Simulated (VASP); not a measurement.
# Fe (I4/mmm) in VASP: single point with PBEsol

Aim: the single point of Fe with PBEsol.

Program: VASP 6.6.1. These are calculated values, not measurements. Logs are shortened: lines on timing, memory, paths and dates and some standing lists are left out, and cuts for length are marked.

**1. The cell of the first run**

Symmetry: I4/mmm, No. 139, tetragonal system. The conventional cell has a = 3.231 Å, b = 3.231 Å, c = 2.284 Å, α = 90.00°, β = 90.00°, γ = 90.00°. Within 3.0 Å of Fe (site symmetry 4/mmm) lie 10 Fe at 2.28 to 2.55 Å.

**2. Single point, PBEsol, collinear spin, ferromagnetic start**

File INCAR:

```
PREC = Accurate
ENCUT = 520
EDIFF = 1E-7
ISMEAR = 0
SIGMA = 0.15
LREAL = False
LASPH = True
NELM = 150
ALGO = Normal
ISIF = 2
LWAVE = False
LCHARG = False
ISPIN = 2
MAGMOM = 2.64
LORBIT = 11
LMAXMIX = 4
GGA = PS
NBANDS = 14
```

File KPOINTS:

```
Automatic mesh
0
Gamma
  26 26 26
```

File POSCAR:

```
Fe
1.0
   -1.6153042014      1.6153042014      1.1420200704
    1.6153042014     -1.6153042014      1.1420200704
    1.6153042014      1.6153042014     -1.1420200704
Fe
1
Direct
    0.0000000000      0.0000000000      0.0000000000
```

Potentials or basis: VASP PAW PBE potentials, release 64 (Fe).

Started as:

```bash
cat potpaw_PBE.64/Fe/POTCAR > POTCAR
mpirun -np 1 vasp_std > vasp.out
```

OUTCAR:

```text
PREC = Accurate
   ENCUT = 520
   EDIFF = 1E-7
   ISMEAR = 0
   LREAL = False
   LASPH = True
   NELM = 150
   ISIF = 2
   ISPIN = 2
   LORBIT = 11
   GGA = PS

 ion  position               nearest neighbor table
   1  0.000  0.000  0.000-

  LATTYP: Found a body centered tetragonal cell.
 ALAT       =     3.2306084028
 C/A-ratio  =     0.7070000000

  Lattice vectors:

 A1 = (  -1.6153042014,   1.6153042014,   1.1420200704)
 A2 = (   1.6153042014,  -1.6153042014,   1.1420200704)
 A3 = (   1.6153042014,   1.6153042014,  -1.1420200704)

Analysis of symmetry for initial positions (statically):
=====================================================================
 Subroutine PRICEL returns:
 Original cell was already a primitive cell.

 Routine SETGRP: Setting up the symmetry group for a
 body centered tetragonal supercell.

 Subroutine GETGRP returns: Found 16 space group operations
 (whereof 16 operations were pure point group operations)
 out of a pool of 16 trial point group operations.

The static configuration has the point symmetry D_4h.

Analysis of symmetry for dynamics (positions and initial velocities):
=====================================================================
 Subroutine PRICEL returns:
 Original cell was already a primitive cell.

 Routine SETGRP: Setting up the symmetry group for a
 body centered tetragonal supercell.

 Subroutine GETGRP returns: Found 16 space group operations
 (whereof 16 operations were pure point group operations)
 out of a pool of 16 trial point group operations.

The dynamic configuration has the point symmetry D_4h.

Analysis of structural, dynamic, and magnetic symmetry:
=====================================================================
 Subroutine PRICEL returns:
 Original cell was already a primitive cell.

 Routine SETGRP: Setting up the symmetry group for a
 body centered tetragonal supercell.

 Subroutine GETGRP returns: Found 16 space group operations
 (whereof 16 operations were pure point group operations)
 out of a pool of 16 trial point group operations.

The overall configuration has the point symmetry D_4h.

 Subroutine INISYM returns: Found 16 space group operations
 (whereof 16 operations are pure point group operations),
 and found     1 'primitive' translations

----------------------------------------------------------------------------------------

                                     Primitive cell

  volume of cell :      11.9191

  direct lattice vectors                    reciprocal lattice vectors
    -1.615304201  1.615304201  1.142020070     0.000000000  0.309539218  0.437820677
     1.615304201 -1.615304201  1.142020070     0.309539218  0.000000000  0.437820677
     1.615304201  1.615304201 -1.142020070     0.309539218  0.309539218  0.000000000

  length of vectors
     2.553943063  2.553943063  2.553943063     0.536191638  0.536191638  0.437754561

  position of ions in fractional coordinates (direct lattice)
     0.000000000  0.000000000  0.000000000

  ion indices of the primitive-cell ions
   primitive index   ion index
                 1           1

----------------------------------------------------------------------------------------

 KPOINTS: Automatic mesh

Automatic generation of k-mesh.
 Grid dimensions read from file:
 generate k-points for:   26   26   26

 Generating k-lattice:

  Cartesian coordinates                     Fractional coordinates (reciprocal lattice)
     0.000000000  0.011905355  0.016839257     0.038461538 -0.000000000  0.000000000
     0.011905355  0.000000000  0.016839257    -0.000000000  0.038461538  0.000000000
     0.011905355  0.011905355  0.000000000     0.000000000  0.000000000  0.038461538

  Length of vectors
     0.020622755  0.020622755  0.016836714

  Shift w.r.t. Gamma in fractional coordinates (k-lattice)
     0.000000000  0.000000000  0.000000000

 Subroutine IBZKPT returns following result:
 ===========================================

 Found   1330 irreducible k-points:

 Following reciprocal coordinates:
            Coordinates               Weight
  0.000000  0.000000  0.000000      1.000000
  0.038462  0.000000  0.000000      8.000000
  0.076923  0.000000  0.000000      8.000000
  0.115385 -0.000000  0.000000      8.000000
  0.153846  0.000000  0.000000      8.000000
  0.192308 -0.000000  0.000000      8.000000
[... 16 lines left out ...]
  0.346154  0.038462  0.000000     16.000000
  0.384615  0.038462  0.000000     16.000000
 [... further k-points ...]
   k-points           NKPTS =   1330   k-points in BZ     NKDIM =   1330   number of bands    NBANDS=     14
   number of dos      NEDOS =    301   number of ions     NIONS =      1
   total plane-waves  NPLWV =   8000
   dimension x,y,z NGX =    20 NGY =   20 NGZ =   20
   dimension x,y,z NGXF=    40 NGYF=   40 NGZF=   40
   ions per type =               1
   NGX,Y,Z   is equivalent  to a cutoff of  13.02, 13.02, 13.02 a.u.
   NGXF,Y,Z  is equivalent  to a cutoff of  26.04, 26.04, 26.04 a.u.
 SYSTEM =  unknown system
   PREC   = accura    normal or accurate (medium, high low for compatibility)
   ISTART =      0    job   : 0-new  1-cont  2-samecut
   ICHARG =      2    charge: 1-file 2-atom 10-const
   ISPIN  =      2    spin polarized calculation?
   LNONCOLLINEAR =      F non collinear calculations
   LSORBIT =      F    spin-orbit coupling
   LASPH  =      T    aspherical Exc in radial PAW
   ENCUT  =  520.0 eV  38.22 Ry    6.18 a.u.   4.75  4.75  4.75*2*pi/ulx,y,z
   NELM   =    150;   NELMIN=  2; NELMDL= -5     # of ELM steps
   EDIFF  = 0.1E-06   stopping-criterion for ELM
   LREAL  =      F    real-space projection
   EDIFFG = 0.1E-05   stopping-criterion for IOM
   NSW    =      0    number of steps for IOM
   IBRION =     -1    ionic relax: 0-MD 1-quasi-New 2-CG
   NFREE  =      0    steps in history (QN), initial steepest desc. (CG)
   ISIF   =      2    stress and relaxation
   ISYM   =      2    0-nonsym 1-usesym 2-fastsym
   POTIM  = 0.5000    time-step for ionic-motion
   TEBEG  =    0.0;   TEEND  =   0.0 temperature during run
   PSTRESS=    0.0 pullay stress
   NELECT =       8.0000    total number of electrons
   NUPDOWN=      -1.0000    fix difference up-down
   EMIN   =  10.00;   EMAX   =-10.00  energy-range for DOS
   EFERMI =   0.00;   METHOD = LEGACY
   ISMEAR =     0;   SIGMA  =   0.15  broadening in eV -4-tet -1-fermi 0-gaus
   EFERMI_NEDOS =   21; number of points for ismear=-14 and -15
   IALGO  =     38    algorithm
   IMIX   =      4    mixing-type and parameters
     AMIX     =   0.40;   BMIX     =  1.00
     AMIX_MAG =   1.60;   BMIX_MAG =  1.00
  volume/ion in A,a.u.               =      11.92        80.43
  Fermi-wavevector in a.u.,A,eV,Ry     =   1.433367  2.708671 27.953723  2.054541
  Thomas-Fermi vector in A             =   2.552893
   LORBIT       =     11    0 simple, 1 ext, 2 COOP (PROOUT), +10 PAW based schemes
   GGA     = PS    functional components
   LHFCALC =     F    Hartree Fock is set to
   AEXX    =    0.0000 exact exchange contribution
   IVDW    =     0    specifies the selected vdW correction
   LEPSILON=     F    determine dielectric tensor
   LRPA    =     F    only Hartree local field effects (RPA)
 spin polarized calculation
 Gauss-broadening in eV      SIGMA  =   0.15
  energy-cutoff  :      520.00
  volume of cell :       11.92
 maximum number of plane-waves:       337
   NGX =  9   NGY =  9   NGZ =  9

 number of electron       7.9999994 magnetization       2.2776322

 Free energy of the ion-electron system (eV)
  ---------------------------------------------------
  ext. energy  EPLUGINS =         0.00000000
  ---------------------------------------------------
  free energy    TOTEN  =        -8.58997735 eV

  energy without entropy =       -8.57697783  energy(sigma->0) =       -8.58347759

 E-fermi :   5.3539     XC(G=0): -12.9604

 val. band max:        5.3536375591   @ k =  -0.2692  -0.3077   0.0385
 cond. band min:       5.3540778149   @ k =   0.4231   0.1538   0.0769
 fundamental gap:      0.0004402557
 Fermi energy:         5.3539136849

 spin component 1

 k-point     1 :       0.0000    0.0000    0.0000
  band No.  band energies     occupation
      1      -3.0484      1.00000
      2       2.0036      1.00000
      3       2.6133      1.00000
      4       4.1113      1.00000
      5       4.1113      1.00000
      6       4.5314      1.00000
      7      25.0156      0.00000
      8      25.0156      0.00000
      9      29.6668      0.00000
     10      31.7079      0.00000
     11      37.6376      0.00000
     12      37.7019      0.00000
     13      37.7019      0.00000
     14      40.1050      0.00000

 k-point     2 :       0.0385    0.0000    0.0000
  band No.  band energies     occupation
      1      -2.9767      1.00000
      2       2.0243      1.00000
      3       2.6464      1.00000
      4       4.0842      1.00000
      5       4.0861      1.00000
      6       4.5182      1.00000
      7      24.9406      0.00000
      8      24.9716      0.00000
      9      29.8333      0.00000
     10      31.8245      0.00000
     11      36.1711      0.00000
     12      37.1795      0.00000
     13      37.3955      0.00000
     14      41.2503      0.00000
[... 343 lines left out ...]
      1       0.5823      1.00000
      2       1.6561      1.00000
      3       3.9302      1.00000
      4       4.3233      1.00000
      5       4.9016      0.99999
      6       5.5974      0.01084
      7      17.7696      0.00000
      8      22.2204      0.00000
      9      23.1327      0.00000
     10      26.9657      0.00000
     11      29.8439      0.00000
     12      35.2628      0.00000
     13      40.6008      0.00000
     14      42.3173      0.00000

 k-point    24 :       0.3846    0.0385    0.0000
  band No.  band energies     occupation
      1       0.5923      1.00000
      2       1.5245      1.00000
      3       3.8977      1.00000
      4       4.7195      1.00000
      5       5.2937      0.71473
      6       6.2268      0.00000
      7      16.1516      0.00000
      8      21.9440      0.00000
      9      22.5576      0.00000
     10      26.7229      0.00000
     11      29.6583      0.00000
     12      35.2303      0.00000
     13      41.8591      0.00000
     14      42.8489      0.00000

 [... further k-points ...]

 spin component 2

 k-point     1 :       0.0000    0.0000    0.0000
  band No.  band energies     occupation
      1      -2.6980      1.00000
      2       3.6921      1.00000
      3       4.4103      1.00000
      4       6.5322      0.00000
      5       6.5322      0.00000
      6       7.5342      0.00000
      7      25.4298      0.00000
      8      25.4298      0.00000
      9      30.4552      0.00000
     10      32.0593      0.00000
     11      37.7778      0.00000
     12      38.2343      0.00000
     13      38.2344      0.00000
     14      40.0368      0.00000

 k-point     2 :       0.0385    0.0000    0.0000
  band No.  band energies     occupation
      1      -2.6262      1.00000
      2       3.7141      1.00000
      3       4.4453      1.00000
      4       6.4987      0.00000
      5       6.5010      0.00000
      6       7.5175      0.00000
      7      25.3840      0.00000
      8      25.3960      0.00000
      9      30.5914      0.00000
     10      32.1702      0.00000
     11      36.3673      0.00000
     12      37.7659      0.00000
     13      37.8725      0.00000
     14      41.3137      0.00000
[... 343 lines left out ...]
      1       1.7765      1.00000
      2       3.4932      1.00000
      3       5.6629      0.00179
      4       6.7802      0.00000
      5       6.9301      0.00000
      6       7.5327      0.00000
      7      18.7343      0.00000
      8      22.6884      0.00000
      9      23.7580      0.00000
     10      27.7588      0.00000
     11      30.5319      0.00000
     12      35.7786      0.00000
     13      41.1844      0.00000
     14      42.8976      0.00000

 k-point    24 :       0.3846    0.0385    0.0000
  band No.  band energies     occupation
      1       1.9768      1.00000
      2       3.3542      1.00000
      3       6.2095      0.00000
      4       6.7368      0.00000
      5       7.2347      0.00000
      6       7.8464      0.00000
      7      17.2516      0.00000
      8      22.3335      0.00000
      9      23.1886      0.00000
     10      27.5499      0.00000
     11      30.3739      0.00000
     12      35.7089      0.00000
     13      42.4777      0.00000
     14      43.4774      0.00000

 [... further k-points ...]

------------------------ aborting loop because EDIFF is reached ----------------------------------------

  FORCE on cell =-STRESS in cart. coord.  units (eV):
  Direction    XX          YY          ZZ          XY          YZ          ZX
  --------------------------------------------------------------------------------------
  -------------------------------------------------------------------------------------
  Total       -1.2975810     -1.2975810      1.2845824      0.0000000      0.0000000      0.0000000
  in kB     -174.4225656   -174.4225656    172.6752892      0.0000000      0.0000000      0.0000000
  external PRESSURE =     -58.7232806 kB  Pullay stress =       0.0000000 kB

 VOLUME and BASIS-vectors are now :
 -----------------------------------------------------------------------------
  energy-cutoff  :      520.00
  volume of cell :       11.92
      direct lattice vectors                 reciprocal lattice vectors
    -1.615304201  1.615304201  1.142020070     0.000000000  0.309539218  0.437820677
     1.615304201 -1.615304201  1.142020070     0.309539218  0.000000000  0.437820677
     1.615304201  1.615304201 -1.142020070     0.309539218  0.309539218  0.000000000

 POSITION                                       TOTAL-FORCE (eV/Angst)
 -----------------------------------------------------------------------------------
      0.00000      0.00000      0.00000        -0.000000      0.000000      0.000000
 -----------------------------------------------------------------------------------
    total drift:                                0.000000     -0.000000      0.000000

  FREE ENERGIE OF THE ION-ELECTRON SYSTEM (eV)
  ---------------------------------------------------
  free  energy   TOTEN  =        -8.5899773529 eV

  energy  without entropy=       -8.5769778336  energy(sigma->0) =       -8.58347759

 total charge

# of ion       s       p       d       tot
------------------------------------------
    1        0.498   0.508   6.258   7.264

 magnetization (x)

# of ion       s       p       d       tot
------------------------------------------
    1       -0.010  -0.020   2.280   2.250
```

It took 3.7 min on 1 thread of Intel Xeon 6975P-C (Granite Rapids), shared host; peak memory 0.42 GiB.

What came out:

* Free energy: -8.5900 eV
* Pressure: -5.9 GPa
* Net moment: 2.28 μB per cell
* Site moments: Fe +2.25 μB
* Valence electrons inside the program's atomic spheres: Fe 7.26

Stress tensor (GPa, compression positive):
```
-17.44   0.00   0.00
  0.00 -17.44   0.00
  0.00   0.00  17.27
```

Caveat: the stress differs along the axes, from -17 to 17 GPa; the PAW data sets were made with another functional, which shifts forces and pressure a little.
